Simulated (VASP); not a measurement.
# Li2BeS2 (P3m1) in VASP: notebook

The runs below take Li2BeS2 through single point, relaxation of cell and atoms, with PBE.

Everything below comes from runs of VASP 6.6.1. Logs are shortened: lines on timing, memory, paths and dates and some standing lists are left out, and cuts for length are marked.

## 1. The cell of the first run

The structure is trigonal, space group P3m1 (No. 156). The conventional cell has a = 3.753 Å, b = 3.753 Å, c = 6.757 Å, α = 90.00°, β = 90.00°, γ = 120.00°. Within 2.9 Å of Li (site symmetry 3m) lie 4 S at 2.21 to 2.48 Å and 3 Be at 2.68 Å. Li (site symmetry 3m) has 4 S at 2.27 to 2.69 Å and 1 Be at 2.50 Å within 3.0 Å. Within 2.6 Å of Be (site symmetry 3m) lie 4 S at 1.99 to 2.35 Å and 1 Li at 2.50 Å. S (site symmetry 3m) has 3 Be at 2.35 Å and 4 Li at 2.48 to 2.69 Å within 3.1 Å. Within 2.6 Å of S (site symmetry 3m) lie 1 Be at 1.99 Å and 4 Li at 2.21 to 2.27 Å.

## 2. Single point, PBE

INCAR

```
PREC     = Accurate       # precision mode
ENCUT    = 520            # plane-wave cutoff, eV
EDIFF    = 1E-6           # SCF threshold, eV
ISMEAR   = 0              # smearing method
SIGMA    = 0.1            # smearing width, eV
LREAL    = False          # projectors in reciprocal space
LASPH    = True           # aspherical terms in the spheres
NELM     = 60             # most SCF steps
ALGO     = Normal         # electronic algorithm
ISIF     = 2              # what is computed and relaxed
LWAVE    = False          # write WAVECAR
LCHARG   = True           # write CHGCAR
GGA      = PE             # functional
LELF     = True           # ELF
LVHAR    = True         
NBANDS   = 31             # bands
```

KPOINTS

```
Automatic mesh
0
Gamma
  4 2 2
```

POSCAR

```
Li2BeS2
1.0
    1.8763852569     -3.2499945995      0.0000000000
   -5.6291557707     -3.2499945995      0.0000000000
    0.0000000000      0.0000000000     -6.7566107079
Li Be S
4 2 4
Direct
    0.0000000000      1.0000000000      0.5920012244
    0.5000000000      0.5000000000      0.5920012244
    0.5000000000      0.8333333333      0.1950442559
    0.0000000000      0.3333333333      0.1950442559
    0.5000000000      0.8333333333      0.8252558090
    0.0000000000      0.3333333333      0.8252558090
    0.0000000000      1.0000000000      0.9593780067
    0.5000000000      0.5000000000      0.9593780067
    0.5000000000      0.8333333333      0.5313697340
    0.0000000000      0.3333333333      0.5313697340
```

Potentials or basis: VASP PAW PBE potentials, release 64 (Li_sv, Be, S).

Started as:

```
> cat potpaw_PBE.64/Li_sv/POTCAR potpaw_PBE.64/Be/POTCAR potpaw_PBE.64/S/POTCAR > POTCAR
> mpirun -np 1 vasp_std > vasp.out
```

OUTCAR:

```text
PREC = Accurate
   ENCUT = 520
   EDIFF = 1E-6
   ISMEAR = 0
   LREAL = False
   LASPH = True
   NELM = 60
   ISIF = 2
   GGA = PE

 ion  position               nearest neighbor table
   1  0.000  0.000  0.592-  10 2.21   9 2.21   9 2.21   7 2.48
   2  0.500  0.500  0.592-   9 2.21  10 2.21  10 2.21   8 2.48
   3  0.500  0.833  0.195-   9 2.27   8 2.69   7 2.69   7 2.69
   4  0.000  0.333  0.195-  10 2.27   7 2.69   8 2.69   8 2.69
   5  0.500  0.833  0.825-   9 1.99   8 2.35   7 2.35   7 2.35
   6  0.000  0.333  0.825-  10 1.99   7 2.35   8 2.35   8 2.35
   7  0.000  0.000  0.959-   6 2.35   5 2.35   5 2.35   1 2.48   4 2.69   3 2.69   3 2.69
   8  0.500  0.500  0.959-   5 2.35   6 2.35   6 2.35   2 2.48   3 2.69   4 2.69   4 2.69
   9  0.500  0.833  0.531-   5 1.99   2 2.21   1 2.21   1 2.21   3 2.27
  10  0.000  0.333  0.531-   6 1.99   1 2.21   2 2.21   2 2.21   4 2.27

  LATTYP: Found a simple orthorhombic cell.
 ALAT       =     3.7527705138
 B/A-ratio  =     1.7320508076
 C/A-ratio  =     1.8004326892

  Lattice vectors:

 A1 = (   1.8763852569,  -3.2499945995,   0.0000000000)
 A2 = (  -5.6291557707,  -3.2499945995,   0.0000000000)
 A3 = (   0.0000000000,   0.0000000000,  -6.7566107079)

Analysis of symmetry for initial positions (statically):
=====================================================================
 Subroutine PRICEL returns following result:

  LATTYP: Found a hexagonal cell.
 ALAT       =     3.7527705138
 C/A-ratio  =     1.8004326892

  Lattice vectors:

 A1 = (  -1.8763852569,   3.2499945995,   0.0000000000)
 A2 = (   3.7527705138,   0.0000000000,   0.0000000000)
 A3 = (   0.0000000000,   0.0000000000,  -6.7566107079)

   2 primitive cells build up your supercell.

 Routine SETGRP: Setting up the symmetry group for a
 simple orthorhombic supercell.

 Subroutine GETGRP returns: Found  2 space group operations
 (whereof  2 operations were pure point group operations)
 out of a pool of  8 trial point group operations.

The static configuration has the point symmetry C_1h.

Analysis of symmetry for dynamics (positions and initial velocities):
=====================================================================
 Subroutine PRICEL returns following result:

  LATTYP: Found a hexagonal cell.
 ALAT       =     3.7527705138
 C/A-ratio  =     1.8004326892

  Lattice vectors:

 A1 = (  -1.8763852569,   3.2499945995,   0.0000000000)
 A2 = (   3.7527705138,   0.0000000000,   0.0000000000)
 A3 = (   0.0000000000,   0.0000000000,  -6.7566107079)

   2 primitive cells build up your supercell.

 Routine SETGRP: Setting up the symmetry group for a
 simple orthorhombic supercell.

 Subroutine GETGRP returns: Found  2 space group operations
 (whereof  2 operations were pure point group operations)
 out of a pool of  8 trial point group operations.

The dynamic configuration has the point symmetry C_1h.

 Subroutine INISYM returns: Found  2 space group operations
 (whereof  2 operations are pure point group operations),
 and found     2 'primitive' translations

----------------------------------------------------------------------------------------

                                     Primitive cell

  volume of cell :      82.4069

  direct lattice vectors                    reciprocal lattice vectors
    -1.876385257  3.249994599  0.000000000     0.000000000  0.307692819  0.000000000
     3.752770514  0.000000000  0.000000000     0.266469798  0.153846409  0.000000000
     0.000000000  0.000000000 -6.756610708     0.000000000  0.000000000 -0.148003199

  length of vectors
     3.752770514  3.752770514  6.756610708     0.307692819  0.307692819  0.148003199

  position of ions in fractional coordinates (direct lattice)
     0.000000000  0.000000000  0.592001224
     0.666666667  0.333333333  0.195044256
     0.666666667  0.333333333  0.825255809
     0.000000000  0.000000000  0.959378007
     0.666666667  0.333333333  0.531369734

  ion indices of the primitive-cell ions
   primitive index   ion index
                 1           1
                 2           4
                 3           6
                 4           7
                 5          10

----------------------------------------------------------------------------------------

 KPOINTS: Automatic mesh

Automatic generation of k-mesh.
 Grid dimensions read from file:
 generate k-points for:    4    2    2

 Generating k-lattice:

  Cartesian coordinates                     Fractional coordinates (reciprocal lattice)
     0.033308725 -0.057692404  0.000000000     0.250000000  0.000000000  0.000000000
    -0.066617449 -0.038461602  0.000000000     0.000000000  0.500000000  0.000000000
     0.000000000  0.000000000 -0.074001600     0.000000000  0.000000000  0.500000000

  Length of vectors
     0.066617449  0.076923205  0.074001600

  Shift w.r.t. Gamma in fractional coordinates (k-lattice)
     0.000000000  0.000000000  0.000000000

 Subroutine IBZKPT returns following result:
 ===========================================

 Found     12 irreducible k-points:

 Following reciprocal coordinates:
            Coordinates               Weight
  0.000000  0.000000  0.000000      1.000000
  0.250000  0.000000  0.000000      2.000000
  0.500000  0.000000  0.000000      1.000000
  0.000000  0.500000  0.000000      1.000000
  0.250000  0.500000  0.000000      2.000000
  0.500000  0.500000  0.000000      1.000000
  0.000000  0.000000  0.500000      1.000000
  0.250000  0.000000  0.500000      2.000000
  0.500000  0.000000  0.500000      1.000000
  0.000000  0.500000  0.500000      1.000000
  0.250000  0.500000  0.500000      2.000000
  0.500000  0.500000  0.500000      1.000000
   k-points           NKPTS =     12   k-points in BZ     NKDIM =     12   number of bands    NBANDS=     31
   number of dos      NEDOS =    301   number of ions     NIONS =     10
   total plane-waves  NPLWV =  67200
   dimension x,y,z NGX =    28 NGY =   48 NGZ =   50
   dimension x,y,z NGXF=    56 NGYF=   96 NGZF=  100
   ions per type =               4   2   4
   NGX,Y,Z   is equivalent  to a cutoff of  12.40, 12.28, 12.30 a.u.
   NGXF,Y,Z  is equivalent  to a cutoff of  24.81, 24.55, 24.60 a.u.
 SYSTEM =  unknown system
   PREC   = accura    normal or accurate (medium, high low for compatibility)
[... 6 lines left out ...]
   ENCUT  =  520.0 eV  38.22 Ry    6.18 a.u.   6.98 12.09 12.56*2*pi/ulx,y,z
   NELM   =     60;   NELMIN=  2; NELMDL= -5     # of ELM steps
   EDIFF  = 0.1E-05   stopping-criterion for ELM
   LREAL  =      F    real-space projection
   EDIFFG = 0.1E-04   stopping-criterion for IOM
   NSW    =      0    number of steps for IOM
   IBRION =     -1    ionic relax: 0-MD 1-quasi-New 2-CG
   NFREE  =      0    steps in history (QN), initial steepest desc. (CG)
   ISIF   =      2    stress and relaxation
   ISYM   =      2    0-nonsym 1-usesym 2-fastsym
   POTIM  = 0.5000    time-step for ionic-motion
   TEBEG  =    0.0;   TEEND  =   0.0 temperature during run
   PSTRESS=    0.0 pullay stress
   NELECT =      40.0000    total number of electrons
   NUPDOWN=      -1.0000    fix difference up-down
   EMIN   =  10.00;   EMAX   =-10.00  energy-range for DOS
   EFERMI =   0.00;   METHOD = LEGACY
   ISMEAR =     0;   SIGMA  =   0.10  broadening in eV -4-tet -1-fermi 0-gaus
   EFERMI_NEDOS =   21; number of points for ismear=-14 and -15
   IALGO  =     38    algorithm
   IMIX   =      4    mixing-type and parameters
     AMIX     =   0.40;   BMIX     =  1.00
     AMIX_MAG =   1.60;   BMIX_MAG =  1.00
  volume/ion in A,a.u.               =      16.48       111.22
  Fermi-wavevector in a.u.,A,eV,Ry     =   1.021167  1.929727 14.187925  1.042783
  Thomas-Fermi vector in A             =   2.154777
   LORBIT       =      0    0 simple, 1 ext, 2 COOP (PROOUT), +10 PAW based schemes
   GGA     = PE    functional components
   LHFCALC =     F    Hartree Fock is set to
   AEXX    =    0.0000 exact exchange contribution
   IVDW    =     0    specifies the selected vdW correction
   LEPSILON=     F    determine dielectric tensor
   LRPA    =     F    only Hartree local field effects (RPA)
 non-spin polarized calculation
 Gauss-broadening in eV      SIGMA  =   0.10
  energy-cutoff  :      520.00
  volume of cell :      164.81
 maximum number of plane-waves:      4474
 NGX is ok and might be reduce to    28

 number of electron      39.9999983 magnetization

 Free energy of the ion-electron system (eV)
  ---------------------------------------------------
  ext. energy  EPLUGINS =         0.00000000
  ---------------------------------------------------
  free energy    TOTEN  =       -41.83132208 eV

  energy without entropy =      -41.83132208  energy(sigma->0) =      -41.83132208

 E-fermi :   2.8142     XC(G=0):  -8.5020

 val. band max:        2.2624978186   @ k =   0.0000   0.0000   0.0000
 cond. band min:       5.0338604915   @ k =   0.0000   0.0000   0.0000
 fundamental gap:      2.7713626729
 Fermi energy:         2.8141586336

 k-point     1 :       0.0000    0.0000    0.0000
  band No.  band energies     occupation
      1     -43.4364      2.00000
      2     -43.4354      2.00000
      3     -41.3283      2.00000
      4     -41.3261      2.00000
      5     -10.4763      2.00000
      6      -9.6584      2.00000
[... 23 lines left out ...]
     30       9.6752      0.00000
     31       9.6836      0.00000

 k-point     2 :       0.2500    0.0000    0.0000
  band No.  band energies     occupation
      1     -43.4360      2.00000
      2     -43.4353      2.00000
      3     -41.3274      2.00000
      4     -41.3259      2.00000
      5     -10.2003      2.00000
      6      -9.5578      2.00000
[... 23 lines left out ...]
     30       9.4003      0.00000
     31       9.6746      0.00000

 k-point     3 :       0.5000    0.0000    0.0000
  band No.  band energies     occupation
      1     -43.4355      2.00000
      2     -43.4355      2.00000
      3     -41.3262      2.00000
      4     -41.3262      2.00000
      5      -9.6701      2.00000
      6      -9.6701      2.00000
[... 23 lines left out ...]
     30       9.4062      0.00000
     31       9.9618      0.00000

 k-point     4 :       0.0000    0.5000    0.0000
  band No.  band energies     occupation
      1     -43.4359      2.00000
      2     -43.4359      2.00000
      3     -41.3272      2.00000
      4     -41.3272      2.00000
      5     -10.1200      2.00000
      6     -10.1200      2.00000
[... 227 lines left out ...]
     30       9.2841      0.00000
     31       9.7912      0.00000

 k-point    11 :       0.2500    0.5000    0.5000
  band No.  band energies     occupation
      1     -43.4357      2.00000
      2     -43.4357      2.00000
      3     -41.3267      2.00000
      4     -41.3267      2.00000
      5      -9.8988      2.00000
      6      -9.8988      2.00000
[... 23 lines left out ...]
     30       9.3101      0.00000
     31       9.7865      0.00000

 k-point    12 :       0.5000    0.5000    0.5000
  band No.  band energies     occupation
      1     -43.4355      2.00000
      2     -43.4355      2.00000
      3     -41.3262      2.00000
      4     -41.3262      2.00000
      5      -9.6549      2.00000
      6      -9.6549      2.00000
[... 23 lines left out ...]
     30       9.5758      0.00000
     31      10.8337      0.00000

------------------------ aborting loop because EDIFF is reached ----------------------------------------

  FORCE on cell =-STRESS in cart. coord.  units (eV):
  Direction    XX          YY          ZZ          XY          YZ          ZX
  --------------------------------------------------------------------------------------
  -------------------------------------------------------------------------------------
  Total       -0.0093457      0.0954418     -0.0551218     -0.0907487     -0.0005905     -0.0010228
  in kB       -0.0908513      0.9278026     -0.5358462     -0.8821801     -0.0057403     -0.0099426
  external PRESSURE =       0.1003684 kB  Pullay stress =       0.0000000 kB

 VOLUME and BASIS-vectors are now :
 -----------------------------------------------------------------------------
  energy-cutoff  :      520.00
  volume of cell :      164.81
      direct lattice vectors                 reciprocal lattice vectors
     1.876385257 -3.249994599  0.000000000     0.133234899 -0.230769614  0.000000000
    -5.629155771 -3.249994599  0.000000000    -0.133234899 -0.076923205  0.000000000
     0.000000000  0.000000000 -6.756610708     0.000000000  0.000000000 -0.148003199

 POSITION                                       TOTAL-FORCE (eV/Angst)
 -----------------------------------------------------------------------------------
      0.00000      0.00000     -3.99992         0.003335      0.001925     -0.015192
     -1.87639     -3.24999     -3.99992         0.003335      0.001925     -0.015192
     -3.75277     -4.33333     -1.31784         0.001006      0.000581      0.012606
     -1.87639     -1.08333     -1.31784         0.001006      0.000581      0.012606
     -3.75277     -4.33333     -5.57593         0.003638      0.002100     -0.007493
     -1.87639     -1.08333     -5.57593         0.003638      0.002100     -0.007493
      0.00000      0.00000     -6.48214        -0.004885     -0.002820      0.010055
     -1.87639     -3.24999     -6.48214        -0.004885     -0.002820      0.010055
     -3.75277     -4.33333     -3.59026        -0.003094     -0.001786      0.000024
     -1.87639     -1.08333     -3.59026        -0.003094     -0.001786      0.000024
 -----------------------------------------------------------------------------------
    total drift:                                0.000956      0.000552     -0.002191

  FREE ENERGIE OF THE ION-ELECTRON SYSTEM (eV)
  ---------------------------------------------------
  free  energy   TOTEN  =       -41.8313220805 eV

  energy  without entropy=      -41.8313220805  energy(sigma->0) =      -41.83132208
```

It took 35 s on 1 thread of Intel Xeon 6975P-C (Granite Rapids), shared host; peak memory 0.25 GiB.

What came out:

```yaml
Free_energy: -41.8313 eV
Largest_force: 0.016 eV/Å
Band_gap_on_the_k_mesh: 2.77 eV
```

Forces in eV/Å, atoms in the order of the input:
```
Li   0.003  0.002 -0.015
Li   0.003  0.002 -0.015
Li   0.001  0.001  0.013
Li   0.001  0.001  0.013
Be   0.004  0.002 -0.007
Be   0.004  0.002 -0.007
S   -0.005 -0.003  0.010
S   -0.005 -0.003  0.010
S   -0.003 -0.002  0.000
S   -0.003 -0.002  0.000
```

Levels at points of the mesh, in eV from the valence-band top:
| k point | band 17 | band 18 | band 19 | band 20 | band 21 | band 22 | band 23 | band 24 |
| --- | --- | --- | --- | --- | --- | --- | --- | --- |
| (0.00, 0.00, 0.00) | -1.31 | -0.64 | 0.00 | 0.00 | 2.77 | 3.27 | 4.13 | 4.23 |
| (0.50, 0.00, 0.00) | -1.70 | -1.70 | -1.09 | -1.09 | 3.79 | 3.79 | 5.56 | 5.56 |
| (0.00, 0.50, 0.00) | -1.06 | -1.06 | -0.32 | -0.32 | 3.72 | 3.72 | 4.69 | 4.69 |
| (0.50, 0.50, 0.00) | -1.87 | -1.87 | -0.64 | -0.64 | 3.27 | 3.27 | 4.13 | 4.13 |
| (0.00, 0.00, 0.50) | -1.41 | -0.77 | -0.05 | -0.05 | 2.82 | 2.84 | 4.33 | 4.93 |
| (0.50, 0.00, 0.50) | -1.77 | -1.77 | -0.79 | -0.79 | 4.13 | 4.13 | 5.01 | 5.01 |
| (0.00, 0.50, 0.50) | -0.95 | -0.95 | -0.43 | -0.43 | 3.39 | 3.39 | 4.82 | 4.82 |
| (0.50, 0.50, 0.50) | -1.41 | -1.41 | -0.77 | -0.77 | 2.82 | 2.82 | 4.33 | 4.33 |

Caveat: the k points lie up to 0.48 Å⁻¹ apart; the cutoff is under 1.25 times the usual one of these potentials, so pressure, stress and relaxed cells hold a basis-set (Pulay) error. A hybrid or GW would open this gap; PBE tends to underestimate it.

## 3. Relaxation of cell and atoms, PBE

This run uses another cell than the first one: it holds 5 atoms, not 10.

INCAR

```
SYSTEM = Li2BeS2
PREC = Accurate
ENCUT = 600
EDIFF = 1E-7
ISMEAR = 0
SIGMA = 0.1
LREAL = .False.
LASPH = .True.
NELM = 60
ALGO = Normal
ISIF = 3
LWAVE = .False.
LCHARG = .False.
GGA = PE
IBRION = 2
NSW = 90
EDIFFG = -0.04
```

KPOINTS

```
Automatic mesh
0
Gamma
  6 6 4
  0 0 0
```

POSCAR

```
Li2BeS2
1.0
    3.2623625600      0.0000000000      0.0000000000
   -1.6311812800      2.8252888500      0.0000000000
    0.0000000000      0.0000000000      6.2030921900
Li Be S
2 1 2
Direct
    0.0000000000      0.0000000000      0.3421991100
    0.3333333300      0.6666666700      0.8421991100
    0.3333333300      0.6666666700      0.2125527500
    0.0000000000      0.0000000000      0.0000000000
    0.3333333300      0.6666666700      0.5000000000
```

Potentials or basis: VASP PAW PBE potentials, release 64 (Li_sv, Be, S).

Started as:

```
> cat potpaw_PBE.64/Li_sv/POTCAR potpaw_PBE.64/Be/POTCAR potpaw_PBE.64/S/POTCAR > POTCAR
> mpirun -np 1 vasp_std > vasp.out
```

It took 1.9 min on 1 thread of Intel Xeon 6975P-C (Granite Rapids), shared host; peak memory 0.2 GiB.

It converged, with:

| Item | Value |
| --- | --- |
| Free energy | -20.9083 eV |
| Relaxed volume | 16.40 Å³/atom |
| Relaxed cell | a = 3.745 Å, b = 3.745 Å, c = 6.752 Å, α = 90.00°, β = 90.00°, γ = 120.00° |
| Space group after relaxing (to 0.05 Å) | P3m1 (No. 156) |
| Energy gained by relaxing | 571.9 meV/atom |
| Ionic steps | 14 |
| Pressure after relaxing | 0.0 GPa |
| Largest force after relaxing | 0.038 eV/Å |
| Band gap on the k mesh | 2.78 eV, direct |

Forces on the atoms (eV/Å):
```
Li   0.000  0.000  0.038
Li   0.000  0.000  0.015
Be   0.000  0.000 -0.011
S    0.000  0.000 -0.016
S    0.000  0.000 -0.027
```

Stress tensor (GPa, compression positive):
```
-0.07  0.00  0.00
 0.00 -0.07  0.00
 0.00  0.00  0.03
```

The path:
| step | energy change (eV) | largest force (eV/Å) | pressure (GPa) | volume (Å³) |
| --- | --- | --- | --- | --- |
| 1 | 0.0000 | 4.1400 | 31.30 | 57.17 |
| 2 | -2.0812 | 3.1395 | -0.77 | 77.69 |
| 3 | -2.0818 | 3.1209 | -0.44 | 77.22 |
| 4 | -2.6422 | 1.1429 | -0.47 | 80.76 |
| 5 | -2.7019 | 0.8565 | 0.11 | 82.38 |
| 6 | -2.7024 | 0.8757 | 0.03 | 82.23 |
| 7 | -2.7955 | 0.4474 | -0.66 | 82.91 |
| 8 | -2.8225 | 0.3024 | -1.05 | 83.49 |
| 9 | -2.8471 | 0.2135 | 0.00 | 82.03 |
| 10 | -2.8512 | 0.3180 | 0.71 | 81.14 |
| 11 | -2.8570 | 0.2151 | 0.10 | 81.57 |
| 12 | -2.8575 | 0.1317 | 0.23 | 81.47 |
| 13 | -2.8594 | 0.0432 | 0.01 | 81.90 |
| 14 | -2.8594 | 0.0384 | -0.04 | 81.99 |

Final structure:
```
Li Be S
1.0
     3.74456    0.00000    0.00000
    -1.87228    3.24288    0.00000
     0.00000    0.00000    6.75229
Li Be S
2 1 2
Direct
  0.00000 0.00000 0.40492
  0.33333 0.66667 0.80553
  0.33333 0.66667 0.17566
  0.00000 0.00000 0.04121
  0.33333 0.66667 0.46963
```

Levels at points of the mesh, in eV from the valence-band top:
| k point | band 8 | band 9 | band 10 | band 11 | band 12 | band 13 |
| --- | --- | --- | --- | --- | --- | --- |
| (0.00, 0.00, 0.00) | -1.35 | 0.00 | 0.00 | 2.78 | 4.22 | 5.28 |
| (0.50, 0.00, 0.00) | -2.45 | -1.91 | -0.64 | 3.24 | 4.09 | 5.84 |
| (0.00, 0.00, 0.50) | -1.47 | -0.05 | -0.05 | 2.84 | 5.17 | 5.17 |
| (0.50, 0.00, 0.50) | -2.51 | -1.46 | -0.77 | 2.80 | 4.30 | 4.93 |

Caveat: the cutoff is under 1.25 times the usual one of these potentials, so pressure, stress and relaxed cells hold a basis-set (Pulay) error; the volume moved by over 15 % at a fixed basis, so the end points are rough. A k mesh can miss the band edges.
